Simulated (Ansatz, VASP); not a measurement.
One calculation of Ga, two programs

```xyz
2
Lattice="2.9976 0.0000 0.0000 -1.4988 2.5960 0.0000 0.0000 0.0000 4.8979" Properties=species:S:1:pos:R:3 pbc="T T T"
Ga    0.0000    1.7307    3.6734
Ga    1.4988    0.8653    1.2245
```

Alike in both runs: functional PBE; k mesh 8 × 8 × 4; occupations gaussian, width 0.05 eV; no spin polarisation.

Ansatz relaxed the structure, and its values are those at the end. VASP's run is a single point on that final structure, the one shown.

```csv
,VASP,Ansatz
version,VASP 6.6.1,Ansatz 0.2.0
potentials or method,"VASP PAW PBE potentials, release 64 (Ga_d), cutoff 520 eV","scalar-relativistic, plane waves, PAW"
valence electrons in the cell,26,26
```

Ansatz gave:

- pressure (GPa): -0.2

**Question.** Estimate VASP's values.

**Answer.** Pressure (GPa): -0.1.
